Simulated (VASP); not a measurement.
# LiAl12 in VASP: further runs

Runs on LiAl12. Level: LDA. Tasks: single point.

Program: VASP 6.6.1. These are calculated values, not measurements. Logs are shortened: lines on timing, memory, paths and dates and some standing lists are left out, and cuts for length are marked.

**1. The cell of the first run**

The cell holds a slab with vacuum, 13 atoms: a = 5.634 Å, b = 5.634 Å, c = 20.032 Å, α = 90.00°, β = 90.00°, γ = 120.00°.

**2. Single point, LDA**

File INCAR:

```
PREC = Accurate
ENCUT = 520
EDIFF = 1E-6
ISMEAR = 0
SIGMA = 0.1
LREAL = F
LASPH = T
NELM = 80
ALGO = Normal
ISIF = 2
LWAVE = F
LCHARG = F
LDIPOL = T
IDIPOL = 3
DIPOL = 0.5 0.5 0.330
NBANDS = 32
```

File KPOINTS:

```
Automatic mesh
0
Gamma
  6 6 1
```

File POSCAR:

```
LiAl12
1.0
    5.6336864727      0.0000000000      0.0000000000
   -2.8168432363      4.8789156023      0.0000000000
    0.0000000000      0.0000000000     20.0321727095
Al Li
12 1
Direct
    0.3333333333      0.1666666667      0.1996787896
    0.3333333333      0.6666666667      0.1996787896
    0.8333333333      0.1666666667      0.1996787896
    0.8333333333      0.6666666667      0.1996787896
    0.1666666667      0.3333333333      0.3128097176
    0.1666666667      0.8333333333      0.3128097176
    0.6666666667      0.3333333333      0.3128097176
    0.6666666667      0.8333333333      0.3128097176
    0.0000000000      0.0000000000      0.4259234799
    0.0000000000      0.5000000000      0.4259234799
    0.5000000000      0.0000000000      0.4259234799
    0.5000000000      0.5000000000      0.4259234799
    0.0000000000      0.1666666667      0.5390818485
```

Potentials or basis: VASP PAW LDA potentials, release 64 (Al, Li_sv).

Started as:

```
> cat potpaw_LDA.64/Al/POTCAR potpaw_LDA.64/Li_sv/POTCAR > POTCAR
> mpirun -np 1 vasp_std > vasp.out
```

OUTCAR:

```text
PREC = Accurate
   ENCUT = 520
   EDIFF = 1E-6
   ISMEAR = 0
   LREAL = F
   LASPH = T
   NELM = 80
   ISIF = 2

 ion  position               nearest neighbor table
   1  0.333  0.167  0.200-   5 2.79   6 2.79   7 2.79   2 2.82   2 2.82   3 2.82   3 2.82   4 2.82
                             4 2.82
   2  0.333  0.667  0.200-   6 2.79   5 2.79   8 2.79   1 2.82   1 2.82   4 2.82   4 2.82   3 2.82
                             3 2.82
   3  0.833  0.167  0.200-   7 2.79   8 2.79   5 2.79   4 2.82   4 2.82   1 2.82   1 2.82   2 2.82
                             2 2.82
   4  0.833  0.667  0.200-   8 2.79   7 2.79   6 2.79   3 2.82   3 2.82   2 2.82   2 2.82   1 2.82
                             1 2.82
   5  0.167  0.333  0.313-   9 2.79  12 2.79  10 2.79   1 2.79   2 2.79   3 2.79   6 2.82   6 2.82
                             7 2.82   7 2.82   8 2.82   8 2.82
   6  0.167  0.833  0.313-  10 2.79  11 2.79   9 2.79   2 2.79   1 2.79   4 2.79   5 2.82   5 2.82
                             8 2.82   8 2.82   7 2.82   7 2.82
   7  0.667  0.333  0.313-  11 2.79  10 2.79  12 2.79   3 2.79   4 2.79   1 2.79   8 2.82   8 2.82
                             5 2.82   5 2.82   6 2.82   6 2.82
   8  0.667  0.833  0.313-  12 2.79   9 2.79  11 2.79   4 2.79   3 2.79   2 2.79   7 2.82   7 2.82
                             6 2.82   6 2.82   5 2.82   5 2.82
   9  0.000  0.000  0.426-  13 2.45   5 2.79   8 2.79   6 2.79  10 2.82  10 2.82  11 2.82  11 2.82
                            12 2.82  12 2.82
  10  0.000  0.500  0.426-   6 2.79   7 2.79   5 2.79   9 2.82   9 2.82  12 2.82  12 2.82  11 2.82
                            11 2.82  13 2.94
  11  0.500  0.000  0.426-   7 2.79   6 2.79   8 2.79  12 2.82  12 2.82   9 2.82   9 2.82  10 2.82
                            10 2.82
  12  0.500  0.500  0.426-   8 2.79   5 2.79   7 2.79  11 2.82  11 2.82  10 2.82  10 2.82   9 2.82
                             9 2.82
  13  0.000  0.167  0.539-   9 2.45  10 2.94

  LATTYP: Found a hexagonal cell.
 ALAT       =     5.6336864727
 C/A-ratio  =     3.5557840868

  Lattice vectors:

 A1 = (   5.6336864727,   0.0000000000,   0.0000000000)
 A2 = (  -2.8168432363,   4.8789156023,   0.0000000000)
 A3 = (   0.0000000000,   0.0000000000,  20.0321727095)

Analysis of symmetry for initial positions (statically):
=====================================================================
 Subroutine PRICEL returns:
 Original cell was already a primitive cell.

 Routine SETGRP: Setting up the symmetry group for a
 hexagonal supercell.

 Subroutine GETGRP returns: Found  1 space group operations
 (whereof  1 operations were pure point group operations)
 out of a pool of 24 trial point group operations.

The static configuration has the point symmetry C_1 .

Analysis of symmetry for dynamics (positions and initial velocities):
=====================================================================
 Subroutine PRICEL returns:
 Original cell was already a primitive cell.
[... 153 lines left out ...]
   IVDW    =     0    specifies the selected vdW correction
   LEPSILON=     F    determine dielectric tensor
   LRPA    =     F    only Hartree local field effects (RPA)
 non-spin polarized calculation
 Gauss-broadening in eV      SIGMA  =   0.10
  energy-cutoff  :      520.00
  volume of cell :      550.61
 maximum number of plane-waves:     14919
 NGX is ok and might be reduce to    42
   NGX = 21   NGY = 21   NGZ = 75

 number of electron      39.0000009 magnetization

 dipolmoment           0.000000      0.000000     -0.277324 electrons x Angstroem

 Free energy of the ion-electron system (eV)
  ---------------------------------------------------
  ext. energy  EPLUGINS =         0.00000000
  ---------------------------------------------------
  free energy    TOTEN  =       -48.89639541 eV

  energy without entropy =      -48.86075760  energy(sigma->0) =      -48.87857650

 E-fermi :   0.8390     XC(G=0):  -4.9704

 val. band max:        0.8301907189   @ k =  -0.1667   0.3333   0.0000
 cond. band min:       0.8825486239   @ k =  -0.1667   0.3333   0.0000
 fundamental gap:      0.0523579049
 Fermi energy:         0.8390495560

 k-point     1 :       0.0000    0.0000    0.0000
  band No.  band energies     occupation
      1     -46.4313      2.00000
      2      -9.9618      2.00000
      3      -8.2183      2.00000
      4      -5.5031      2.00000
      5      -3.9632      2.00000
      6      -3.9571      2.00000
[... 669 lines left out ...]
     30       3.8736      0.00000
     31       3.8930      0.00000
 [bands above 31 left out]

------------------------ aborting loop because EDIFF is reached ----------------------------------------

 vacuum level on the upper side and lower side of the slab       (xc-potential included)        -1.349         0.551

  FORCE on cell =-STRESS in cart. coord.  units (eV):
  Direction    XX          YY          ZZ          XY          YZ          ZX
  --------------------------------------------------------------------------------------
  -------------------------------------------------------------------------------------
  Total       -2.7586631     -2.4725512      0.8526488     -0.3572729      0.6860726     -0.3421634
  in kB       -8.0272209     -7.1946860      2.4810568     -1.0396007      1.9963497     -0.9956350
  external PRESSURE =      -4.2469500 kB  Pullay stress =       0.0000000 kB

 VOLUME and BASIS-vectors are now :
 -----------------------------------------------------------------------------
  energy-cutoff  :      520.00
  volume of cell :      550.61
      direct lattice vectors                 reciprocal lattice vectors
     5.633686473  0.000000000  0.000000000     0.177503666  0.102481789  0.000000000
    -2.816843236  4.878915602  0.000000000     0.000000000  0.204963578  0.000000000
     0.000000000  0.000000000 20.032172709     0.000000000  0.000000000  0.049919697

 POSITION                                       TOTAL-FORCE (eV/Angst)
 -----------------------------------------------------------------------------------
      1.40842      0.81315      4.00000         0.020413      0.008675     -0.069831
     -0.00000      3.25261      4.00000         0.007620      0.009201     -0.073483
      4.22526      0.81315      4.00000        -0.010974      0.001612     -0.065614
      2.81684      3.25261      4.00000        -0.004852     -0.017557     -0.079319
      0.00000      1.62631      6.26626         0.003214      0.009474      0.054350
     -1.40842      4.06576      6.26626        -0.001717     -0.005199      0.064315
      2.81684      1.62631      6.26626        -0.005583     -0.016299      0.043749
      1.40842      4.06576      6.26626        -0.015795     -0.009850      0.053509
      0.00000      0.00000      8.53217         0.164638     -0.291256     -0.555925
     -1.40842      2.43946      8.53217        -0.003872      0.026351      0.171715
      2.81684      0.00000      8.53217         0.042872      0.013010      0.218766
      1.40842      2.43946      8.53217        -0.049398     -0.012852      0.217667
     -0.46947      0.81315     10.79898        -0.146566      0.284690      0.020100
 -----------------------------------------------------------------------------------
    total drift:                                0.000141      0.000106      0.000007

  FREE ENERGIE OF THE ION-ELECTRON SYSTEM (eV)
  ---------------------------------------------------
  free  energy   TOTEN  =       -48.8963954084 eV

  energy  without entropy=      -48.8607575963  energy(sigma->0) =      -48.87857650

 vacuum level on the upper side and lower side of the slab         2.728         4.680
```

OSZICAR:

```text
N       E                     dE             d eps       ncg     rms          rms(c)
DAV:   1     0.131712040282E+03    0.13171E+03   -0.12246E+04  1280   0.875E+02
DAV:   2    -0.394169838806E+02   -0.17113E+03   -0.16393E+03  1712   0.162E+02
DAV:   3    -0.509607337157E+02   -0.11544E+02   -0.11299E+02  1912   0.379E+01
[... 15 lines left out ...]
DAV:  19    -0.488963165711E+02   -0.15926E-03   -0.22263E-05  1416   0.885E-03    0.605E-03
DAV:  20    -0.488963847362E+02   -0.68165E-04   -0.16038E-05  1360   0.832E-03    0.236E-03
DAV:  21    -0.488963911596E+02   -0.64234E-05   -0.12237E-06  1272   0.346E-03    0.125E-03
DAV:  22    -0.488963952896E+02   -0.41301E-05   -0.95250E-07  1176   0.211E-03    0.576E-04
DAV:  23    -0.488963954084E+02   -0.11877E-06   -0.12197E-07  1136   0.134E-03
   1 F= -.48896395E+02 E0= -.48878577E+02  d E =-.356378E-01
```

stdout:

```text
POSCAR found type information on POSCAR AlLi
 POSCAR found :  2 types and      13 ions
 scaLAPACK will be used
 LDA part: xc-table for (Slater(with rela. corr.)+CA(PZ))
 , standard interpolation
 POSCAR, INCAR and KPOINTS ok, starting setup
 FFT: planning ... GRIDC
 FFT: planning ... GRID_SOFT
 FFT: planning ... GRID
 WAVECAR not read
 entering main loop
```

It took 8 min on 1 thread of Intel Xeon 6975P-C (Granite Rapids), shared host; peak memory 0.58 GiB.

Results:

| Item | Value |
| --- | --- |
| Free energy | -48.8964 eV |
| Largest force | 0.649 eV/Å |
| Band gap on the k mesh | zero (an odd number of electrons rules out a gap without spin polarisation) |

Forces in eV/Å, atoms in the order of the input:
```
Al   0.020  0.009 -0.070
Al   0.008  0.009 -0.073
Al  -0.011  0.002 -0.066
Al  -0.005 -0.018 -0.079
Al   0.003  0.009  0.054
Al  -0.002 -0.005  0.064
Al  -0.006 -0.016  0.044
Al  -0.016 -0.010  0.054
Al   0.165 -0.291 -0.556
Al  -0.004  0.026  0.172
Al   0.043  0.013  0.219
Al  -0.049 -0.013  0.218
Li  -0.147  0.285  0.020
```

Caveat: the cutoff is under 1.25 times the usual one of these potentials, so pressure, stress and relaxed cells hold a basis-set (Pulay) error.

**3. Single point, LDA**

File INCAR:

```
SYSTEM = LiAl12
PREC = Accurate
ENCUT = 520
EDIFF = 1E-6
ISMEAR = 0
SIGMA = 0.1
LREAL = .FALSE.
LASPH = .TRUE.
NELM = 60
ALGO = Normal
ISIF = 2
LWAVE = .FALSE.
LCHARG = .FALSE.
LDIPOL = .TRUE.
IDIPOL = 3
DIPOL = 0.5 0.5 0.331
NBANDS = 32
```

File KPOINTS:

```
regular mesh
0
G
  6 6 1
  0 0 0
```

POSCAR, as its differences from that of step 2:

```diff
@@ -20,2 +20,2 @@
     0.5000000000      0.5000000000      0.4259234799
-    0.0000000000      0.1666666667      0.5390818485
+    0.0000000000      0.0833333333      0.5465044260
```

Potentials or basis: VASP PAW LDA potentials, release 64 (Al, Li_sv).

Started as:

```
> cat potpaw_LDA.64/Al/POTCAR potpaw_LDA.64/Li_sv/POTCAR > POTCAR
> mpirun -np 1 vasp_std > vasp.out
```

Wall time 6.8 min (1 thread of Intel Xeon 6975P-C (Granite Rapids), shared host); peak memory 0.58 GiB.

The run converged. Its results:

* Free energy: -48.7659 eV
* Largest force: 0.602 eV/Å
* Band gap on the k mesh: zero (an odd number of electrons rules out a gap without spin polarisation)

Forces in eV/Å, atoms in the order of the input:
```
Al   0.021  0.009 -0.064
Al   0.002  0.004 -0.074
Al  -0.018  0.007 -0.059
Al   0.000 -0.021 -0.069
Al   0.002  0.021  0.060
Al   0.013 -0.010  0.051
Al  -0.001 -0.006  0.026
Al  -0.017 -0.014  0.053
Al   0.087 -0.149 -0.577
Al   0.034 -0.010  0.222
Al   0.017 -0.015  0.213
Al  -0.038  0.002  0.210
Li  -0.100  0.180  0.008
```

Levels at points of the mesh, in eV from the Fermi level:
| k point | band 16 | band 17 | band 18 | band 19 | band 20 | band 21 | band 22 | band 23 |
| --- | --- | --- | --- | --- | --- | --- | --- | --- |
| (0.00, 0.00, 0.00) | -2.79 | -2.77 | -0.59 | -0.44 | -0.38 | -0.38 | -0.24 | -0.17 |
| (0.50, 0.00, 0.00) | -0.52 | -0.51 | -0.23 | -0.20 | 0.82 | 0.88 | 0.95 | 1.01 |
| (0.00, 0.50, 0.00) | -0.52 | -0.51 | -0.22 | -0.21 | 0.83 | 0.88 | 0.93 | 1.04 |
| (0.50, 0.50, 0.00) | -0.51 | -0.51 | -0.23 | -0.20 | 0.82 | 0.90 | 0.95 | 0.99 |

Caveat: the cutoff is under 1.25 times the usual one of these potentials, so pressure, stress and relaxed cells hold a basis-set (Pulay) error.
